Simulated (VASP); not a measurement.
# Sr16HO16 (a cell with a defect) in VASP: single point with PBE

Aim: the single point of Sr16HO16 (a cell with a defect) with PBE.

All numbers are computed with VASP 6.6.1; they aren't measurements. Logs are shortened: lines on timing, memory, paths and dates and some standing lists are left out, and cuts for length are marked.

## 1. The cell of the first run

The cell holds a defect, 33 atoms: a = 8.998 Å, b = 8.998 Å, c = 8.998 Å, α = 109.47°, β = 109.47°, γ = 109.47°.

## 2. Single point, PBE (with an interstitial atom, then relaxed in part)

File INCAR:

```
PREC = Accurate
ENCUT = 520
EDIFF = 1E-6
ISMEAR = 0
SIGMA = 0.01
LREAL = Auto
LASPH = T
NELM = 100
ALGO = Normal
ISIF = 2
LWAVE = F
LCHARG = T
GGA = PE
LELF = T
LVHAR = T
NELECT = 256.0
NBANDS = 150
```

File KPOINTS:

```
Automatic mesh
0
Gamma
  2 2 2
  0.5 0.5 0.5
```

File POSCAR:

```
Sr16HO16
1.0
    5.1949040410     -5.1949040410     -5.1949040410
   -5.1949040410      5.1949040410     -5.1949040410
    5.1949040410      5.1949040410      5.1949040410
Sr O H
16 16 1
Direct
    0.7535016836      0.2525933299      0.5025933299
    0.7474066701      0.0000000000      0.7509083537
    0.4990916463      0.4990916463      0.4964983164
    0.7378023536      0.7378023536     -0.0121976464
    0.4990916463      0.2464983164      0.7490916463
    0.7474066701      0.5009083537      0.2500000000
    0.5009083537      0.0000000000     -0.0025933299
    0.2525933299      0.7535016836      0.5025933299
    0.2464983164      0.4990916463      0.7490916463
    0.5009083537      0.7474066701      0.2500000000
    0.0000000000      0.0000000000      0.5121976464
    0.2525933299      0.2525933299      0.0035016836
    0.2621976464      0.0000000000      0.2500000000
    0.0000000000      0.7474066701      0.7509083537
    0.0000000000      0.5009083537     -0.0025933299
    0.0000000000      0.2621976464      0.2500000000
    0.0000000000      0.2516738784      0.7557889825
    0.0000000000      0.0000000000      0.0226513135
    0.7458848960      0.4942110175      0.7442110175
    0.0000000000      0.7726513135      0.2500000000
    0.7483261216      0.2541151040     -0.0016738784
    0.0000000000      0.5057889825      0.5016738784
    0.7726513135      0.0000000000      0.2500000000
    0.4942110175      0.7458848960      0.7442110175
    0.4942110175      0.4942110175     -0.0041151040
    0.7483261216      0.7483261216      0.5041151040
    0.2516738784      0.0000000000      0.7557889825
    0.5057889825      0.2516738784      0.2500000000
    0.5057889825      0.0000000000      0.5016738784
    0.2541151040      0.7483261216     -0.0016738784
    0.2516738784      0.5057889825      0.2500000000
    0.2273486865      0.2273486865      0.4773486865
    0.0000000000      0.0000000000      0.2500000000
```

Potentials or basis: VASP PAW PBE potentials, release 64 (Sr_sv, O, H).

Run with:

```console
$ cat potpaw_PBE.64/Sr_sv/POTCAR potpaw_PBE.64/O/POTCAR potpaw_PBE.64/H/POTCAR > POTCAR
$ mpirun -np 1 vasp_std > vasp.out
```

OUTCAR:

```text
PREC = Accurate
   ENCUT = 520
   EDIFF = 1E-6
   ISMEAR = 0
   LREAL = Auto
   LASPH = T
   NELM = 100
   ISIF = 2
   GGA = PE
   NELECT = 256.0

 ion  position               nearest neighbor table
   1  0.754  0.253  0.503-  19 2.55  28 2.59  29 2.59  22 2.60  17 2.60  23 2.73  13 3.61   9 3.62
                            14 3.64  15 3.64  11 3.67  16 3.67   3 3.68   2 3.68   5 3.68   6 3.68
   2  0.747  0.000  0.751-  29 2.55  17 2.59  26 2.59  21 2.60  24 2.60  18 2.73  11 3.61   7 3.62
                             8 3.64   5 3.64   4 3.67  16 3.67  10 3.68   1 3.68  15 3.68   3 3.68
   3  0.499  0.499  0.496-  26 2.55  24 2.59  19 2.59  28 2.60  31 2.60  32 2.73   4 3.61  12 3.62
                            10 3.64   6 3.64  13 3.67  16 3.67   1 3.68   8 3.68  14 3.68   2 3.68
   4  0.738  0.738  0.988-  33 2.36  20 2.56  23 2.56  18 2.56  24 2.57  25 2.57  19 2.57   5 3.61
                             9 3.61   3 3.61  15 3.67   7 3.67   2 3.67   6 3.67  10 3.67  14 3.67
   5  0.499  0.246  0.749-  21 2.55  19 2.59  25 2.59  27 2.60  29 2.60  32 2.73   4 3.61   8 3.62
                             7 3.64   2 3.64  13 3.67  11 3.67   6 3.68  15 3.68  12 3.68   1 3.68
   6  0.747  0.501  0.250-  28 2.55  22 2.59  21 2.59  26 2.60  25 2.60  20 2.73  16 3.61  10 3.62
                            12 3.64   3 3.64   4 3.67  11 3.67  14 3.68   5 3.68   1 3.68   7 3.68
   7  0.501  0.000  0.997-  27 2.55  28 2.59  30 2.59  21 2.60  24 2.60  23 2.73  13 3.61   2 3.62
                             8 3.64   5 3.64   4 3.67  16 3.67  12 3.68   6 3.68   9 3.68  14 3.68
   8  0.253  0.754  0.503-  24 2.55  31 2.59  22 2.59  29 2.60  27 2.60  20 2.73  16 3.61   5 3.62
                             7 3.64   2 3.64  13 3.67  11 3.67   3 3.68  10 3.68  14 3.68   9 3.68
   9  0.246  0.499  0.749-  30 2.55  25 2.59  24 2.59  17 2.60  22 2.60  32 2.73   4 3.61   1 3.62
[... 16 lines left out ...]
  18  0.000  0.000  0.023-   4 2.56  13 2.56  16 2.56   2 2.73  14 2.73  12 2.73
  19  0.746  0.494  0.744-   1 2.55   4 2.57   3 2.59   5 2.59  15 2.60  14 2.60
  20  0.000  0.773  0.250-   4 2.56  11 2.56  13 2.56   6 2.73   8 2.73  15 2.73
  21  0.748  0.254  0.998-   5 2.55  16 2.57  15 2.59   6 2.59   2 2.60   7 2.60
  22  0.000  0.506  0.502-  14 2.55  16 2.57   6 2.59   8 2.59   1 2.60   9 2.60
[... 8 lines left out ...]
  31  0.252  0.506  0.250-  10 2.55  16 2.57  15 2.59   8 2.59   3 2.60  12 2.60
  32  0.227  0.227  0.477-  11 2.56  13 2.56  16 2.56   3 2.73   9 2.73   5 2.73
  33  0.000  0.000  0.250-   4 2.36  11 2.36  13 2.36  16 2.36

  LATTYP: Found a body centered cubic cell.
 ALAT       =    10.3898080820

  Lattice vectors:

 A1 = (   5.1949040410,  -5.1949040410,  -5.1949040410)
 A2 = (  -5.1949040410,   5.1949040410,  -5.1949040410)
 A3 = (   5.1949040410,   5.1949040410,   5.1949040410)

Analysis of symmetry for initial positions (statically):
=====================================================================
 Subroutine PRICEL returns:
 Original cell was already a primitive cell.

 Routine SETGRP: Setting up the symmetry group for a
 body centered cubic supercell.

 Subroutine GETGRP returns: Found 24 space group operations
 (whereof  6 operations were pure point group operations)
 out of a pool of 48 trial point group operations.

The static configuration has the point symmetry C_3v.
 The point group associated with its full space group is T_d .

Analysis of symmetry for dynamics (positions and initial velocities):
=====================================================================
 Subroutine PRICEL returns:
 Original cell was already a primitive cell.

 Routine SETGRP: Setting up the symmetry group for a
 body centered cubic supercell.

 Subroutine GETGRP returns: Found 24 space group operations
 (whereof  6 operations were pure point group operations)
 out of a pool of 48 trial point group operations.

The dynamic configuration has the point symmetry C_3v.
 The point group associated with its full space group is T_d .

 Subroutine INISYM returns: Found 24 space group operations
 (whereof  6 operations are pure point group operations),
 and found     1 'primitive' translations

----------------------------------------------------------------------------------------

                                     Primitive cell

  volume of cell :     560.7801

  direct lattice vectors                    reciprocal lattice vectors
     5.194904041 -5.194904041 -5.194904041     0.096248169  0.000000000 -0.096248169
    -5.194904041  5.194904041 -5.194904041     0.000000000  0.096248169 -0.096248169
     5.194904041  5.194904041  5.194904041     0.096248169  0.096248169  0.000000000

  length of vectors
     8.997837739  8.997837739  8.997837739     0.136115465  0.136115465  0.136115465

  position of ions in fractional coordinates (direct lattice)
     0.753501684  0.252593330  0.502593330
     0.747406670  0.000000000  0.750908354
     0.499091646  0.499091646  0.496498316
     0.737802354  0.737802354  0.987802354
     0.499091646  0.246498316  0.749091646
     0.747406670  0.500908354  0.250000000
[... 25 lines left out ...]
     0.227348687  0.227348687  0.477348687
     0.000000000  0.000000000  0.250000000

  ion indices of the primitive-cell ions
   primitive index   ion index
                 1           1
                 2           2
                 3           3
                 4           4
                 5           5
                 6           6
[... 25 lines left out ...]
                32          32
                33          33

----------------------------------------------------------------------------------------

 KPOINTS: Automatic mesh

Automatic generation of k-mesh.
 Grid dimensions read from file:
 generate k-points for:    2    2    2

 Generating k-lattice:

  Cartesian coordinates                     Fractional coordinates (reciprocal lattice)
     0.048124084  0.000000000 -0.048124084     0.500000000  0.000000000  0.000000000
     0.000000000  0.048124084 -0.048124084     0.000000000  0.500000000  0.000000000
     0.048124084  0.048124084  0.000000000     0.000000000  0.000000000  0.500000000

  Length of vectors
     0.068057733  0.068057733  0.068057733

  Shift w.r.t. Gamma in fractional coordinates (k-lattice)
     0.500000000  0.500000000  0.500000000

 Subroutine IBZKPT returns following result:
 ===========================================

 Found      2 irreducible k-points:

 Following reciprocal coordinates:
            Coordinates               Weight
  0.250000  0.250000  0.250000      2.000000
 -0.250000  0.250000  0.250000      6.000000
   k-points           NKPTS =      2   k-points in BZ     NKDIM =      2   number of bands    NBANDS=    150
   number of dos      NEDOS =    301   number of ions     NIONS =     33
   total plane-waves  NPLWV = 343000
   dimension x,y,z NGX =    70 NGY =   70 NGZ =   70
   dimension x,y,z NGXF=   140 NGYF=  140 NGZF=  140
   ions per type =              16  16   1
   NGX,Y,Z   is equivalent  to a cutoff of  12.93, 12.93, 12.93 a.u.
   NGXF,Y,Z  is equivalent  to a cutoff of  25.87, 25.87, 25.87 a.u.
 SYSTEM =  unknown system
   PREC   = accura    normal or accurate (medium, high low for compatibility)
   ISTART =      0    job   : 0-new  1-cont  2-samecut
   ICHARG =      2    charge: 1-file 2-atom 10-const
   ISPIN  =      1    spin polarized calculation?
   LNONCOLLINEAR =      F non collinear calculations
   LSORBIT =      F    spin-orbit coupling
   LASPH  =      T    aspherical Exc in radial PAW
   ENCUT  =  520.0 eV  38.22 Ry    6.18 a.u.  16.73 16.73 16.73*2*pi/ulx,y,z
   NELM   =    100;   NELMIN=  2; NELMDL= -5     # of ELM steps
   EDIFF  = 0.1E-05   stopping-criterion for ELM
   LREAL  =      T    real-space projection
   EDIFFG = 0.1E-04   stopping-criterion for IOM
   NSW    =      0    number of steps for IOM
   IBRION =     -1    ionic relax: 0-MD 1-quasi-New 2-CG
   NFREE  =      0    steps in history (QN), initial steepest desc. (CG)
   ISIF   =      2    stress and relaxation
   ISYM   =      2    0-nonsym 1-usesym 2-fastsym
   POTIM  = 0.5000    time-step for ionic-motion
   TEBEG  =    0.0;   TEEND  =   0.0 temperature during run
   PSTRESS=    0.0 pullay stress
   NELECT =     256.0000    total number of electrons
   NUPDOWN=      -1.0000    fix difference up-down
   EMIN   =  10.00;   EMAX   =-10.00  energy-range for DOS
   EFERMI =   0.00;   METHOD = LEGACY
   ISMEAR =     0;   SIGMA  =   0.01  broadening in eV -4-tet -1-fermi 0-gaus
   EFERMI_NEDOS =   21; number of points for ismear=-14 and -15
   IALGO  =     38    algorithm
   IMIX   =      4    mixing-type and parameters
     AMIX     =   0.40;   BMIX     =  1.00
     AMIX_MAG =   1.60;   BMIX_MAG =  1.00
  volume/ion in A,a.u.               =      16.99       114.68
  Fermi-wavevector in a.u.,A,eV,Ry     =   1.260542  2.382079 21.619194  1.588966
  Thomas-Fermi vector in A             =   2.394046
   LORBIT       =      0    0 simple, 1 ext, 2 COOP (PROOUT), +10 PAW based schemes
   GGA     = PE    functional components
   LHFCALC =     F    Hartree Fock is set to
   AEXX    =    0.0000 exact exchange contribution
   IVDW    =     0    specifies the selected vdW correction
   LEPSILON=     F    determine dielectric tensor
   LRPA    =     F    only Hartree local field effects (RPA)
 non-spin polarized calculation
 Gauss-broadening in eV      SIGMA  =   0.01
  energy-cutoff  :      520.00
  volume of cell :      560.78
 maximum number of plane-waves:     15140
 NGX is ok and might be reduce to    70
   NGX = 33   NGY = 33   NGZ = 33

 number of electron     255.9999968 magnetization

 Free energy of the ion-electron system (eV)
  ---------------------------------------------------
  ext. energy  EPLUGINS =         0.00000000
  ---------------------------------------------------
  free energy    TOTEN  =      -196.48670602 eV

  energy without entropy =     -196.48670602  energy(sigma->0) =     -196.48670602

 E-fermi :   1.5658     XC(G=0):  -9.8809

 val. band max:        1.4393589914   @ k =  -0.2500   0.2500   0.2500
 cond. band min:       3.5820483812   @ k =  -0.2500   0.2500   0.2500
 fundamental gap:      2.1426893898
 Fermi energy:         1.5657714057

 k-point     1 :       0.2500    0.2500    0.2500
  band No.  band energies     occupation
      1     -30.9126      2.00000
      2     -30.9126      2.00000
      3     -30.9126      2.00000
      4     -30.8727      2.00000
      5     -30.8413      2.00000
      6     -30.8413      2.00000
[... 132 lines left out ...]
    139       6.6910      0.00000
    140       6.6910      0.00000

 k-point     2 :      -0.2500    0.2500    0.2500
  band No.  band energies     occupation
      1     -30.9390      2.00000
      2     -30.8923      2.00000
      3     -30.8758      2.00000
      4     -30.8758      2.00000
      5     -30.8732      2.00000
      6     -30.8524      2.00000
[... 132 lines left out ...]
    139       7.4537      0.00000
    140       7.4537      0.00000
 [bands above 140 left out]

------------------------ aborting loop because EDIFF is reached ----------------------------------------

  FORCE on cell =-STRESS in cart. coord.  units (eV):
  Direction    XX          YY          ZZ          XY          YZ          ZX
  --------------------------------------------------------------------------------------
  -------------------------------------------------------------------------------------
  Total       -2.5752940     -2.5752940     -2.5752940     -0.0000000      0.0000000     -0.0000000
  in kB       -7.3577466     -7.3577466     -7.3577466     -0.0000000      0.0000000     -0.0000000
  external PRESSURE =      -7.3577466 kB  Pullay stress =       0.0000000 kB

 VOLUME and BASIS-vectors are now :
 -----------------------------------------------------------------------------
  energy-cutoff  :      520.00
  volume of cell :      560.78
      direct lattice vectors                 reciprocal lattice vectors
     5.194904041 -5.194904041 -5.194904041     0.096248169  0.000000000 -0.096248169
    -5.194904041  5.194904041 -5.194904041     0.000000000  0.096248169 -0.096248169
     5.194904041  5.194904041  5.194904041     0.096248169  0.096248169  0.000000000

 POSITION                                       TOTAL-FORCE (eV/Angst)
 -----------------------------------------------------------------------------------
      5.21309      0.00875     -2.61564        -0.000669     -0.006020      0.000669
      7.78360      0.01819      0.01819         0.006020     -0.000669     -0.000669
      2.57926      2.57926     -2.60621         0.000669      0.000669      0.006020
      5.13154      5.13154     -2.53409        -0.011465     -0.011465      0.011465
      5.20366      2.57926      0.01819        -0.006020      0.000669     -0.000669
      2.57926      0.01819     -5.18615         0.000669     -0.000669     -0.006020
[... 25 lines left out ...]
      2.47978      2.47978      0.11767         0.003735      0.003735     -0.003735
      1.29873      1.29873      1.29873        -0.000000      0.000000      0.000000
 -----------------------------------------------------------------------------------
    total drift:                               -0.000000     -0.000000      0.000000

  FREE ENERGIE OF THE ION-ELECTRON SYSTEM (eV)
  ---------------------------------------------------
  free  energy   TOTEN  =      -196.4867060250 eV

  energy  without entropy=     -196.4867060250  energy(sigma->0) =     -196.48670602
```

It took 17 min on 1 thread of Intel Xeon 8259CL, shared host; peak memory 0.75 GiB.

Results:

| Property | Result |
| --- | --- |
| Free energy | -196.4867 eV |
| Largest force | 0.020 eV/Å |

Forces in eV/Å, atoms in the order of the input:
```
Sr  -0.001 -0.006  0.001
Sr   0.006 -0.001 -0.001
Sr   0.001  0.001  0.006
Sr  -0.011 -0.011  0.011
Sr  -0.006  0.001 -0.001
Sr   0.001 -0.001 -0.006
Sr   0.006  0.001  0.001
Sr  -0.006 -0.001  0.001
Sr   0.001 -0.006 -0.001
Sr  -0.001  0.001 -0.006
Sr   0.011  0.011  0.011
Sr  -0.001 -0.001  0.006
Sr   0.011 -0.011 -0.011
Sr  -0.001  0.006 -0.001
Sr   0.001  0.006  0.001
Sr  -0.011  0.011 -0.011
O   -0.005 -0.008 -0.005
O   -0.004 -0.004 -0.004
O    0.005  0.008 -0.005
O    0.004 -0.004  0.004
O    0.008 -0.005  0.005
O    0.005 -0.008  0.005
O   -0.004  0.004  0.004
O    0.008  0.005 -0.005
O    0.005  0.005 -0.008
O   -0.005 -0.005 -0.008
O   -0.008 -0.005 -0.005
O   -0.005  0.005  0.008
O   -0.008  0.005  0.005
O   -0.005  0.008  0.005
O    0.005 -0.005  0.008
O    0.004  0.004 -0.004
H    0.000  0.000  0.000
```

Levels at points of the mesh, in eV from the Fermi level:
| k point | band 124 | band 125 | band 126 | band 127 | band 128 | band 129 | band 130 | band 131 | band 132 | band 133 |
| --- | --- | --- | --- | --- | --- | --- | --- | --- | --- | --- |
| (0.25, 0.25, 0.25) | -0.59 | -0.59 | -0.57 | -0.57 | -0.57 | 2.09 | 4.75 | 4.75 | 4.75 | 4.95 |

Caveat: the cell carries a net charge on a neutralising background, which shifts energy and pressure; the cell differs from its parent crystal (with an interstitial atom, then relaxed in part); the cell is charged against a uniform background, so pressure and absolute levels hang on convention.
